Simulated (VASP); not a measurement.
# Cu (P6_3/mmc) in VASP: further runs

The runs below take Cu through single point, with LDA.

Program: VASP 6.6.1. These are calculated values, not measurements. Logs are shortened: lines on timing, memory, paths and dates and some standing lists are left out, and cuts for length are marked.

## 1. The cell of the first run

Symmetry: P6_3/mmc, No. 194, hexagonal system. The conventional cell has a = 2.491 Å, b = 2.491 Å, c = 4.043 Å, α = 90.00°, β = 90.00°, γ = 120.00°. Cu (site symmetry -6m2) has 12 Cu at 2.48 to 2.49 Å within 3.3 Å.

## 2. Single point, LDA

The input, INCAR:

```
SYSTEM = Cu
PREC = Accurate
ENCUT = 520
EDIFF = 1E-7
ISMEAR = -1
SIGMA = 0.05
LREAL = .False.
LASPH = .True.
NELM = 80
ALGO = Normal
ISIF = 2
LWAVE = .False.
LCHARG = .False.
NBANDS = 18
```

The input, KPOINTS:

```
Automatic mesh
0
Gamma
  13 13 7
  0 0 0
```

The input, POSCAR:

```
Cu
1.0
    2.4911375799      0.0000000000      0.0000000000
   -1.2455687850      2.1573884267      0.0000000000
    0.0000000000      0.0000000000      4.0428529382
Cu
2
Direct
    0.3333333333      0.6666666667      0.2500000000
    0.6666666667      0.3333333333      0.7500000000
```

Potentials or basis: VASP PAW LDA potentials, release 64 (Cu).

Launch:

```console
$ cat potpaw_LDA.64/Cu/POTCAR > POTCAR
$ mpirun -np 1 vasp_std > vasp.out
```

OUTCAR:

```text
SYSTEM = Cu
   PREC = Accurate
   ENCUT = 520
   EDIFF = 1E-7
   ISMEAR = -1
   LREAL = .False.
   LASPH = .True.
   NELM = 80
   ISIF = 2

 ion  position               nearest neighbor table
   1  0.333  0.667  0.250-   2 2.48   2 2.48   2 2.48   2 2.48   2 2.48   2 2.48
   2  0.667  0.333  0.750-   1 2.48   1 2.48   1 2.48   1 2.48   1 2.48   1 2.48

  LATTYP: Found a hexagonal cell.
 ALAT       =     2.4911375799
 C/A-ratio  =     1.6228942836

  Lattice vectors:

 A1 = (   2.4911375799,   0.0000000000,   0.0000000000)
 A2 = (  -1.2455687850,   2.1573884267,   0.0000000000)
 A3 = (   0.0000000000,   0.0000000000,   4.0428529382)

Analysis of symmetry for initial positions (statically):
=====================================================================
 Subroutine PRICEL returns:
 Original cell was already a primitive cell.

 Routine SETGRP: Setting up the symmetry group for a
 hexagonal supercell.

 Subroutine GETGRP returns: Found 24 space group operations
 (whereof 12 operations were pure point group operations)
 out of a pool of 24 trial point group operations.

The static configuration has the point symmetry D_3d.
 The point group associated with its full space group is D_6h.

Analysis of symmetry for dynamics (positions and initial velocities):
=====================================================================
 Subroutine PRICEL returns:
 Original cell was already a primitive cell.

 Routine SETGRP: Setting up the symmetry group for a
 hexagonal supercell.

 Subroutine GETGRP returns: Found 24 space group operations
 (whereof 12 operations were pure point group operations)
 out of a pool of 24 trial point group operations.

The dynamic configuration has the point symmetry D_3d.
 The point group associated with its full space group is D_6h.

 Subroutine INISYM returns: Found 24 space group operations
 (whereof 12 operations are pure point group operations),
 and found     1 'primitive' translations

----------------------------------------------------------------------------------------

                                     Primitive cell

  volume of cell :      21.7277

  direct lattice vectors                    reciprocal lattice vectors
     2.491137580  0.000000000  0.000000000     0.401423032  0.231761695  0.000000000
    -1.245568785  2.157388427  0.000000000     0.000000000  0.463523391  0.000000000
     0.000000000  0.000000000  4.042852938     0.000000000  0.000000000  0.247350081

  length of vectors
     2.491137580  2.491137576  4.042852938     0.463523391  0.463523391  0.247350081

  position of ions in fractional coordinates (direct lattice)
     0.333333333  0.666666667  0.250000000
     0.666666667  0.333333333  0.750000000

  ion indices of the primitive-cell ions
   primitive index   ion index
                 1           1
                 2           2

----------------------------------------------------------------------------------------

 KPOINTS: Automatic mesh

Automatic generation of k-mesh.
 Grid dimensions read from file:
 generate k-points for:   13   13    7

 Generating k-lattice:

  Cartesian coordinates                     Fractional coordinates (reciprocal lattice)
     0.030878695  0.017827823  0.000000000     0.076923077  0.000000000  0.000000000
     0.000000000  0.035655645  0.000000000     0.000000000  0.076923077  0.000000000
     0.000000000  0.000000000  0.035335726     0.000000000  0.000000000  0.142857143

  Length of vectors
     0.035655645  0.035655645  0.035335726

  Shift w.r.t. Gamma in fractional coordinates (k-lattice)
     0.000000000  0.000000000  0.000000000

 Subroutine IBZKPT returns following result:
 ===========================================

 Found     84 irreducible k-points:

 Following reciprocal coordinates:
            Coordinates               Weight
  0.000000  0.000000  0.000000      1.000000
  0.076923  0.000000  0.000000      6.000000
  0.153846  0.000000  0.000000      6.000000
  0.230769  0.000000  0.000000      6.000000
  0.307692  0.000000  0.000000      6.000000
  0.384615  0.000000  0.000000      6.000000
[... 16 lines left out ...]
  0.076923  0.000000  0.142857     12.000000
  0.153846  0.000000  0.142857     12.000000
 [... further k-points ...]
   k-points           NKPTS =     84   k-points in BZ     NKDIM =     84   number of bands    NBANDS=     18
   number of dos      NEDOS =    301   number of ions     NIONS =      2
   total plane-waves  NPLWV =  12000
   dimension x,y,z NGX =    20 NGY =   20 NGZ =   30
   dimension x,y,z NGXF=    40 NGYF=   40 NGZF=   60
   ions per type =               2
   NGX,Y,Z   is equivalent  to a cutoff of  13.35, 13.35, 12.34 a.u.
   NGXF,Y,Z  is equivalent  to a cutoff of  26.69, 26.69, 24.67 a.u.
 SYSTEM =  Cu
   PREC   = accura    normal or accurate (medium, high low for compatibility)
   ISTART =      0    job   : 0-new  1-cont  2-samecut
   ICHARG =      2    charge: 1-file 2-atom 10-const
   ISPIN  =      1    spin polarized calculation?
   LNONCOLLINEAR =      F non collinear calculations
   LSORBIT =      F    spin-orbit coupling
   LASPH  =      T    aspherical Exc in radial PAW
   ENCUT  =  520.0 eV  38.22 Ry    6.18 a.u.   4.63  4.63  7.52*2*pi/ulx,y,z
   NELM   =     80;   NELMIN=  2; NELMDL= -5     # of ELM steps
   EDIFF  = 0.1E-06   stopping-criterion for ELM
   LREAL  =      F    real-space projection
   EDIFFG = 0.1E-05   stopping-criterion for IOM
   NSW    =      0    number of steps for IOM
   IBRION =     -1    ionic relax: 0-MD 1-quasi-New 2-CG
   NFREE  =      0    steps in history (QN), initial steepest desc. (CG)
   ISIF   =      2    stress and relaxation
   ISYM   =      2    0-nonsym 1-usesym 2-fastsym
   POTIM  = 0.5000    time-step for ionic-motion
   TEBEG  =    0.0;   TEEND  =   0.0 temperature during run
   PSTRESS=    0.0 pullay stress
   NELECT =      22.0000    total number of electrons
   NUPDOWN=      -1.0000    fix difference up-down
   EMIN   =  10.00;   EMAX   =-10.00  energy-range for DOS
   EFERMI =   0.00;   METHOD = LEGACY
   ISMEAR =    -1;   SIGMA  =   0.05  broadening in eV -4-tet -1-fermi 0-gaus
   EFERMI_NEDOS =   21; number of points for ismear=-14 and -15
   IALGO  =     38    algorithm
   IMIX   =      4    mixing-type and parameters
     AMIX     =   0.40;   BMIX     =  1.00
     AMIX_MAG =   1.60;   BMIX_MAG =  1.00
  volume/ion in A,a.u.               =      10.86        73.31
  Fermi-wavevector in a.u.,A,eV,Ry     =   1.643909  3.106537 36.768877  2.702436
  Thomas-Fermi vector in A             =   2.733964
   LORBIT       =      0    0 simple, 1 ext, 2 COOP (PROOUT), +10 PAW based schemes
   GGA     = CA    functional components
   LHFCALC =     F    Hartree Fock is set to
   AEXX    =    0.0000 exact exchange contribution
   IVDW    =     0    specifies the selected vdW correction
   LEPSILON=     F    determine dielectric tensor
   LRPA    =     F    only Hartree local field effects (RPA)
 non-spin polarized calculation
  energy-cutoff  :      520.00
  volume of cell :       21.73
 maximum number of plane-waves:       596
 NGX is ok and might be reduce to    20
   NGX =  9   NGY =  9   NGZ = 15

 number of electron      21.9999999 magnetization

 Free energy of the ion-electron system (eV)
  ---------------------------------------------------
  ext. energy  EPLUGINS =         0.00000000
  ---------------------------------------------------
  free energy    TOTEN  =        -9.40822076 eV

  energy without entropy =       -9.40592698  energy(sigma->0) =       -9.40707387

 E-fermi :   8.4487     XC(G=0): -13.5982

 val. band max:        8.3309214929   @ k =   0.3846   0.0000   0.4286
 cond. band min:       8.5045309492   @ k =   0.1538   0.0000   0.1429
 fundamental gap:      0.1736094563
 Fermi energy:         8.4486766597

 k-point     1 :       0.0000    0.0000    0.0000
  band No.  band energies     occupation
      1      -1.5697      2.00000
      2       2.8242      2.00000
      3       5.1035      2.00000
      4       5.1474      2.00000
      5       5.1474      2.00000
      6       5.3910      2.00000
[... 10 lines left out ...]
     17      32.9202      0.00000
     18      32.9203      0.00000

 k-point     2 :       0.0769    0.0000    0.0000
  band No.  band energies     occupation
      1      -1.3675      2.00000
      2       2.9419      2.00000
      3       4.9651      2.00000
      4       5.2258      2.00000
      5       5.2630      2.00000
      6       5.3555      2.00000
[... 10 lines left out ...]
     17      33.7532      0.00000
     18      33.8634      0.00000

 k-point     3 :       0.1538    0.0000    0.0000
  band No.  band energies     occupation
      1      -0.7734      2.00000
      2       3.2482      2.00000
      3       4.7665      2.00000
      4       5.0512      2.00000
      5       5.2257      2.00000
      6       5.4491      2.00000
[... 10 lines left out ...]
     17      31.6505      0.00000
     18      33.5743      0.00000

 k-point     4 :       0.2308    0.0000    0.0000
  band No.  band energies     occupation
      1       0.1658      2.00000
      2       3.5714      2.00000
      3       4.4748      2.00000
      4       4.6018      2.00000
      5       5.1254      2.00000
      6       5.3769      2.00000
[... 375 lines left out ...]
      4       5.1083      2.00000
      5       5.1083      2.00000
      6       5.3487      2.00000
[... 10 lines left out ...]
     17      31.3992      0.00000
     18      32.9551      0.00000

 k-point    23 :       0.0769    0.0000    0.1429
  band No.  band energies     occupation
      1      -1.1702      2.00000
      2       2.8471      2.00000
      3       4.9610      2.00000
      4       5.1641      2.00000
      5       5.1782      2.00000
      6       5.2565      2.00000
[... 10 lines left out ...]
     17      31.3676      0.00000
     18      33.1560      0.00000

 k-point    24 :       0.1538    0.0000    0.1429
  band No.  band energies     occupation
      1      -0.5825      2.00000
      2       3.1862      2.00000
      3       4.7828      2.00000
      4       4.8430      2.00000
      5       5.1673      2.00000
      6       5.3463      2.00000
[... 10 lines left out ...]
     17      30.5595      0.00000
     18      31.8991      0.00000

 [... further k-points ...]
[... 5 lines left out ...]
  --------------------------------------------------------------------------------------
  -------------------------------------------------------------------------------------
  Total       -0.0104358     -0.0104358      0.5336034     -0.0000000      0.0000000      0.0000000
  in kB       -0.7695209     -0.7695208     39.3473175     -0.0000000      0.0000000      0.0000000
  external PRESSURE =      12.6027586 kB  Pullay stress =       0.0000000 kB

 VOLUME and BASIS-vectors are now :
 -----------------------------------------------------------------------------
  energy-cutoff  :      520.00
  volume of cell :       21.73
      direct lattice vectors                 reciprocal lattice vectors
     2.491137580  0.000000000  0.000000000     0.401423032  0.231761695  0.000000000
    -1.245568785  2.157388427  0.000000000     0.000000000  0.463523391  0.000000000
     0.000000000  0.000000000  4.042852938     0.000000000  0.000000000  0.247350081

 POSITION                                       TOTAL-FORCE (eV/Angst)
 -----------------------------------------------------------------------------------
      0.00000      1.43826      1.01071         0.000000     -0.000000      0.000000
      1.24557      0.71913      3.03214        -0.000000      0.000000      0.000000
 -----------------------------------------------------------------------------------
    total drift:                                0.000000     -0.000000      0.000000

  FREE ENERGIE OF THE ION-ELECTRON SYSTEM (eV)
  ---------------------------------------------------
  free  energy   TOTEN  =        -9.4082207554 eV

  energy  without entropy=       -9.4059269771  energy(sigma->0) =       -9.40707387
```

It took 32 s on 1 thread of Intel Xeon 8259CL, shared host; peak memory 0.14 GiB.

Results:

```yaml
Free_energy: -9.4082 eV
Pressure: 1.3 GPa
Band_gap_on_the_k_mesh: zero (band 11 reaches 11.62 eV, above the bottom of band 12 at 6.40 eV)
```

## 3. Single point, LDA

This run uses another cell than the first one, of 11.21 Å³/atom, 1.032 times its volume.

The input, INCAR:

```
ALGO = Normal
EDIFF = 1E-6
ENCUT = 520
GGA = CA
ISIF = 2
ISMEAR = -1
LASPH = T
LCHARG = F
LREAL = F
LWAVE = F
NBANDS = 18
NELM = 60
PREC = Accurate
SIGMA = 0.05
```

The input, KPOINTS:

```
k-points
0
Gamma
  13 13 7
```

The input, POSCAR:

```
Cu
1.0
    2.5170887973      0.0000000000      0.0000000000
   -1.2585443937      2.1798628402      0.0000000000
    0.0000000000      0.0000000000      4.0849690207
Cu
2
Direct
    0.3333333333      0.6666666667      0.2500000000
    0.6666666667      0.3333333333      0.7500000000
```

Potentials or basis: VASP PAW LDA potentials, release 64 (Cu).

Launch:

```console
$ cat potpaw_LDA.64/Cu/POTCAR > POTCAR
$ mpirun -np 1 vasp_std > vasp.out
```

Wall time 31 s (1 thread of Intel Xeon 8259CL, shared host); peak memory 0.14 GiB.

Results (log left out):

```
Free energy            : -9.4019 eV
Pressure               : -4.0 GPa
Band gap on the k mesh : zero (band 11 reaches 11.13 eV, above the bottom of band 12 at 6.02 eV)
```

Stress tensor (GPa, compression positive):
```
-5.28  0.00  0.00
 0.00 -5.28  0.00
 0.00  0.00 -1.55
```

Levels at points of the mesh, in eV from the Fermi level:
```
           k point  band 8  band 9  band 10  band 11  band 12  band 13  band 14  band 15
(0.00, 0.00, 0.00)   -2.67   -2.67    -1.84    -1.84    -1.08     4.07    21.79    22.27
```
